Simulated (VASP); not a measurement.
# SmNb (P-3m1) in VASP: relaxation of cell and atoms with PBE

Aim: the relaxation of cell and atoms of SmNb with PBE.

All numbers are computed with VASP 6.6.1; they aren't measurements. Logs are shortened: lines on timing, memory, paths and dates and some standing lists are left out, and cuts for length are marked.

## Step 1: The cell of the first run

The structure is trigonal, space group P-3m1 (No. 164). The conventional cell has a = 3.983 Å, b = 3.983 Å, c = 7.431 Å, α = 90.00°, β = 90.00°, γ = 120.00°. Sm (site symmetry 3m) has 9 Sm at 3.07 to 3.98 Å and 5 Nb at 3.09 to 4.09 Å within 4.1 Å. Within 3.5 Å of Nb (site symmetry 3m) lie 3 Nb at 2.63 Å and 4 Sm at 3.09 to 3.34 Å.

The cell was generated, and may not be a known phase.

## Step 2: Relaxation of cell and atoms, PBE

The input, INCAR:

```
SYSTEM = SmNb
ALGO     = Normal         ! electronic algorithm
EDIFF    = 1E-7           ! SCF threshold, eV
EDIFFG   = -0.08          ! ionic threshold
ENCUT    = 500            ! plane-wave cutoff, eV
GGA      = PE             ! functional
GGA_COMPAT= .False.      
IBRION   = 2              ! ionic algorithm
ISIF     = 3              ! what is computed and relaxed
ISMEAR   = 0              ! smearing method
LASPH    = .True.         ! aspherical terms in the spheres
LCHARG   = .False.        ! write CHGCAR
LMAXMIX  = 6              ! l up to which the mixer works
LREAL    = .False.        ! projectors in reciprocal space
LWAVE    = .False.        ! write WAVECAR
NELM     = 200            ! most SCF steps
NELMIN   = 4            
NSW      = 36             ! ionic steps
PREC     = Accurate       ! precision mode
SIGMA    = 0.2            ! smearing width, eV
```

The input, KPOINTS:

```
k-points
0
Gamma
  6 6 3
  0 0 0
```

The input, POSCAR:

```
SmNb
1.0
    3.9832436300      0.0000000000      0.0000000000
   -1.9916218200      3.4495901800      0.0000000000
    0.0000000000      0.0000000000      7.4311953900
Sm Nb
2 2
Direct
    0.3333333300      0.6666666700      0.6368680000
    0.6666666700      0.3333333300      0.3631320000
    0.3333333300      0.6666666700      0.0858369300
    0.6666666700      0.3333333300      0.9141630700
```

Potentials or basis: VASP PAW PBE potentials, release 64 (Sm_3, Nb_sv), 4f in core.

Launch:

```
cat potpaw_PBE.64/Sm_3/POTCAR potpaw_PBE.64/Nb_sv/POTCAR > POTCAR
mpirun -np 1 vasp_std > vasp.out
```

OUTCAR:

```text
SYSTEM = SmNb
   EDIFF = 1E-7
   EDIFFG = -0.08
   ENCUT = 500
   GGA = PE
   IBRION = 2
   ISIF = 3
   ISMEAR = 0
   LASPH = .True.
   LREAL = .False.
   NELM = 200
   NELMIN = 4
   NSW = 36
   PREC = Accurate

 ion  position               nearest neighbor table
   1  0.333  0.667  0.637-   2 3.07   2 3.07   2 3.07   4 3.09   4 3.09   4 3.09   3 3.34
   2  0.667  0.333  0.363-   1 3.07   1 3.07   1 3.07   3 3.09   3 3.09   3 3.09   4 3.34
   3  0.333  0.667  0.086-   4 2.63   4 2.63   4 2.63   2 3.09   2 3.09   2 3.09   1 3.34
   4  0.667  0.333  0.914-   3 2.63   3 2.63   3 2.63   1 3.09   1 3.09   1 3.09   2 3.34

  LATTYP: Found a hexagonal cell.
 ALAT       =     3.9832436300
 C/A-ratio  =     1.8656140774

  Lattice vectors:

 A1 = (   3.9832436300,   0.0000000000,   0.0000000000)
 A2 = (  -1.9916218200,   3.4495901800,   0.0000000000)
 A3 = (   0.0000000000,   0.0000000000,   7.4311953900)

Analysis of symmetry for initial positions (statically):
=====================================================================
 Subroutine PRICEL returns:
 Original cell was already a primitive cell.

 Routine SETGRP: Setting up the symmetry group for a
 hexagonal supercell.

 Subroutine GETGRP returns: Found 12 space group operations
 (whereof 12 operations were pure point group operations)
 out of a pool of 24 trial point group operations.

The static configuration has the point symmetry D_3d.

Analysis of symmetry for dynamics (positions and initial velocities):
=====================================================================
 Subroutine PRICEL returns:
 Original cell was already a primitive cell.

 Routine SETGRP: Setting up the symmetry group for a
 hexagonal supercell.

 Subroutine GETGRP returns: Found 12 space group operations
 (whereof 12 operations were pure point group operations)
 out of a pool of 24 trial point group operations.

The dynamic configuration has the point symmetry D_3d.

 Subroutine INISYM returns: Found 12 space group operations
 (whereof 12 operations are pure point group operations),
 and found     1 'primitive' translations

----------------------------------------------------------------------------------------

                                     Primitive cell

  volume of cell :     102.1088

  direct lattice vectors                    reciprocal lattice vectors
     3.983243630  0.000000000  0.000000000     0.251051679  0.144944754  0.000000000
    -1.991621820  3.449590180  0.000000000     0.000000000  0.289889508  0.000000000
     0.000000000  0.000000000  7.431195390     0.000000000  0.000000000  0.134567852

  length of vectors
     3.983243630  3.983243639  7.431195390     0.289889509  0.289889508  0.134567852

  position of ions in fractional coordinates (direct lattice)
     0.333333330  0.666666670  0.636868000
     0.666666670  0.333333330  0.363132000
     0.333333330  0.666666670  0.085836930
     0.666666670  0.333333330  0.914163070

  ion indices of the primitive-cell ions
   primitive index   ion index
                 1           1
                 2           2
                 3           3
                 4           4

----------------------------------------------------------------------------------------

 KPOINTS: k-points

Automatic generation of k-mesh.
 Grid dimensions read from file:
 generate k-points for:    6    6    3

 Generating k-lattice:

  Cartesian coordinates                     Fractional coordinates (reciprocal lattice)
     0.041841946  0.024157459  0.000000000     0.166666667  0.000000000  0.000000000
     0.000000000  0.048314918  0.000000000     0.000000000  0.166666667  0.000000000
     0.000000000  0.000000000  0.044855951     0.000000000  0.000000000  0.333333333

  Length of vectors
     0.048314918  0.048314918  0.044855951

  Shift w.r.t. Gamma in fractional coordinates (k-lattice)
     0.000000000  0.000000000  0.000000000

 Subroutine IBZKPT returns following result:
 ===========================================

 Found     17 irreducible k-points:

 Following reciprocal coordinates:
            Coordinates               Weight
  0.000000  0.000000  0.000000      1.000000
  0.166667  0.000000  0.000000      6.000000
  0.333333  0.000000  0.000000      6.000000
  0.500000  0.000000  0.000000      3.000000
  0.166667  0.166667  0.000000      6.000000
  0.333333  0.166667  0.000000     12.000000
[... 9 lines left out ...]
 -0.166667  0.500000  0.333333     12.000000
  0.333333  0.333333  0.333333      4.000000
   k-points           NKPTS =     17   k-points in BZ     NKDIM =     17   number of bands    NBANDS=     28
   number of dos      NEDOS =    301   number of ions     NIONS =      4
   total plane-waves  NPLWV =  48600
   dimension x,y,z NGX =    30 NGY =   30 NGZ =   54
   dimension x,y,z NGXF=    60 NGYF=   60 NGZF=  108
   ions per type =               2   2
   NGX,Y,Z   is equivalent  to a cutoff of  12.52, 12.52, 12.08 a.u.
   NGXF,Y,Z  is equivalent  to a cutoff of  25.04, 25.04, 24.16 a.u.
 SYSTEM =  SmNb
   PREC   = accura    normal or accurate (medium, high low for compatibility)
   ISTART =      0    job   : 0-new  1-cont  2-samecut
   ICHARG =      2    charge: 1-file 2-atom 10-const
   ISPIN  =      1    spin polarized calculation?
   LNONCOLLINEAR =      F non collinear calculations
   LSORBIT =      F    spin-orbit coupling
   LASPH  =      T    aspherical Exc in radial PAW
   ENCUT  =  500.0 eV  36.75 Ry    6.06 a.u.   7.26  7.26 13.55*2*pi/ulx,y,z
   NELM   =    200;   NELMIN=  4; NELMDL= -5     # of ELM steps
   EDIFF  = 0.1E-06   stopping-criterion for ELM
   LREAL  =      F    real-space projection
   EDIFFG = -.8E-01   stopping-criterion for IOM
   NSW    =     36    number of steps for IOM
   IBRION =      2    ionic relax: 0-MD 1-quasi-New 2-CG
   NFREE  =      1    steps in history (QN), initial steepest desc. (CG)
   ISIF   =      3    stress and relaxation
   ISYM   =      2    0-nonsym 1-usesym 2-fastsym
   POTIM  = 0.5000    time-step for ionic-motion
   TEBEG  =    0.0;   TEEND  =   0.0 temperature during run
   PSTRESS=    0.0 pullay stress
   NELECT =      48.0000    total number of electrons
   NUPDOWN=      -1.0000    fix difference up-down
   EMIN   =  10.00;   EMAX   =-10.00  energy-range for DOS
   EFERMI =   0.00;   METHOD = LEGACY
   ISMEAR =     0;   SIGMA  =   0.20  broadening in eV -4-tet -1-fermi 0-gaus
   EFERMI_NEDOS =   21; number of points for ismear=-14 and -15
   IALGO  =     38    algorithm
   IMIX   =      4    mixing-type and parameters
     AMIX     =   0.40;   BMIX     =  1.00
     AMIX_MAG =   1.60;   BMIX_MAG =  1.00
  volume/ion in A,a.u.               =      25.53       172.27
  Fermi-wavevector in a.u.,A,eV,Ry     =   1.272919  2.405469 22.045842  1.620324
  Thomas-Fermi vector in A             =   2.405771
   LORBIT       =      0    0 simple, 1 ext, 2 COOP (PROOUT), +10 PAW based schemes
   GGA     = PE    functional components
   LHFCALC =     F    Hartree Fock is set to
   AEXX    =    0.0000 exact exchange contribution
   IVDW    =     0    specifies the selected vdW correction
   LEPSILON=     F    determine dielectric tensor
   LRPA    =     F    only Hartree local field effects (RPA)
 conjugate gradient relaxation of ions
 non-spin polarized calculation
 Gauss-broadening in eV      SIGMA  =   0.20
  energy-cutoff  :      500.00
  volume of cell :      102.11
 maximum number of plane-waves:      2637
 NGX is ok and might be reduce to    30
   NGX = 15   NGY = 15   NGZ = 27

--------------------------------------- Ionic step        1  -------------------------------------------

 number of electron      48.0000000 magnetization

 Free energy of the ion-electron system (eV)
  ---------------------------------------------------
  ext. energy  EPLUGINS =         0.00000000
  ---------------------------------------------------
  free energy    TOTEN  =       -26.43256341 eV

  energy without entropy =      -26.34092590  energy(sigma->0) =      -26.38674466

------------------------ aborting loop because EDIFF is reached ----------------------------------------

  FORCE on cell =-STRESS in cart. coord.  units (eV):
  Direction    XX          YY          ZZ          XY          YZ          ZX
  --------------------------------------------------------------------------------------
  -------------------------------------------------------------------------------------
  Total        0.1668680      0.1668680      5.9463342     -0.0000000      0.0000000      0.0000000
  in kB        2.6183072      2.6183072     93.3032646     -0.0000000      0.0000000      0.0000000
  external PRESSURE =      32.8466264 kB  Pullay stress =       0.0000000 kB
[... 95 lines left out ...]
  FREE ENERGIE OF THE ION-ELECTRON SYSTEM (eV)
  ---------------------------------------------------
  free  energy   TOTEN  =       -26.9136668910 eV

  energy  without entropy=      -26.7674013375  energy(sigma->0) =      -26.84053411

[... ionic steps 4 to 11 ...]

--------------------------------------- Ionic step       12  -------------------------------------------

 number of electron      48.0000001 magnetization

------------------------ aborting loop because EDIFF is reached ----------------------------------------

  FORCE on cell =-STRESS in cart. coord.  units (eV):
  Direction    XX          YY          ZZ          XY          YZ          ZX
  --------------------------------------------------------------------------------------
  -------------------------------------------------------------------------------------
  Total       -0.1581461     -0.1581461      0.1758550      0.0000000      0.0000000      0.0000000
  in kB       -2.4456887     -2.4456887      2.7195520      0.0000000      0.0000000      0.0000000
  external PRESSURE =      -0.7239418 kB  Pullay stress =       0.0000000 kB
[... 61 lines left out ...]
  energy  without entropy=      -28.0556431729  energy(sigma->0) =      -28.11287087

--------------------------------------- Ionic step       14  -------------------------------------------

 number of electron      47.9999997 magnetization

 Free energy of the ion-electron system (eV)
  ---------------------------------------------------
  ext. energy  EPLUGINS =         0.00000000
  ---------------------------------------------------
  free energy    TOTEN  =       -28.17324326 eV

  energy without entropy =      -28.05376040  energy(sigma->0) =      -28.11350183

 E-fermi :   5.9134     XC(G=0): -10.7795

 val. band max:        5.8753324149   @ k =   0.3333   0.3333   0.0000
 cond. band min:       5.9185027258   @ k =   0.3333   0.0000   0.3333
 fundamental gap:      0.0431703109
 Fermi energy:         5.9133919287

 k-point     1 :       0.0000    0.0000    0.0000
  band No.  band energies     occupation
      1     -48.6702      2.00000
      2     -48.3707      2.00000
      3     -34.8595      2.00000
      4     -34.8351      2.00000
      5     -25.0723      2.00000
      6     -24.6816      2.00000
[... 547 lines left out ...]
  FREE ENERGIE OF THE ION-ELECTRON SYSTEM (eV)
  ---------------------------------------------------
  free  energy   TOTEN  =       -28.1732432595 eV

  energy  without entropy=      -28.0537603997  energy(sigma->0) =      -28.11350183

 reached required accuracy - stopping structural energy minimisation
```

Wall time 12 min (1 thread of Intel Xeon Platinum 8259CL at 2.50GHz (Skylake/Cascade Lake), shared host); peak memory 0.25 GiB.

What came out:

```yaml
Free_energy: -28.1732 eV
Relaxed_volume: 25.63 Å³/atom
Relaxed_cell: a = 3.423 Å, b = 3.423 Å, c = 10.104 Å, α = 90.00°, β = 90.00°, γ = 120.00°
Space_group_after_relaxing_to_0.1_Å: P-3m1 (No. 164)
Energy_gained_by_relaxing: 435.2 meV/atom
Ionic_steps: 14
Pressure_after_relaxing: 0.2 GPa
Largest_force_after_relaxing: 0.068 eV/Å
Band_gap_on_the_k_mesh: zero (bands 24 and 25 overlap by 0.19 eV)
```

Forces on the atoms (eV/Å):
```
Sm   0.000  0.000 -0.068
Sm   0.000  0.000  0.068
Nb   0.000  0.000  0.028
Nb   0.000  0.000 -0.028
```

Stress tensor (GPa, compression positive):
```
 0.43  0.00  0.00
 0.00  0.43  0.00
 0.00  0.00 -0.25
```

The path:
```tsv
step	energy change (eV)	largest force (eV/Å)	pressure (GPa)	volume (Å³)
1	0.0000	1.3736	3.28	102.11
2	-0.4599	0.7310	-2.82	109.87
3	-0.4811	0.8515	-4.19	112.10
4	-0.8806	1.1768	-3.30	109.14
5	-1.3062	2.0229	3.91	97.84
6	-1.3402	1.8545	1.70	100.62
7	-1.6608	0.8552	1.21	100.93
8	-1.6649	0.7166	1.26	100.90
9	-1.7171	0.4465	-0.18	103.14
10	-1.7273	0.2275	-1.07	104.78
11	-1.7331	0.2242	0.43	103.05
12	-1.7348	0.1513	-0.07	103.60
13	-1.7375	0.1290	-0.01	103.33
14	-1.7407	0.0680	0.21	102.52
```

Final structure:
```
CELL_PARAMETERS angstrom
3.42282 0.00000 0.00000
-1.71141 2.96425 0.00000
0.00000 0.00000 10.10449
ATOMIC_POSITIONS crystal
Sm 0.33333 0.66667 0.66214
Sm 0.66667 0.33333 0.33786
Nb 0.33333 0.66667 0.09046
Nb 0.66667 0.33333 0.90954
```

Caveat: a cell axis changed by over 15 % at a fixed basis, so the end point is rough; spin-orbit coupling is left out, which moves the levels of the heavy elements; the 4f electrons are frozen in the core, so they carry no moment and show no levels; the relaxation stopped at a loose force limit of 0.08 eV/Å, so its end isn't a converged minimum. Spin polarisation is off, so any magnetic state and its effect on volume and gap are missing.

The gap in the log of VASP goes by the Fermi energy; the results here count the filled bands.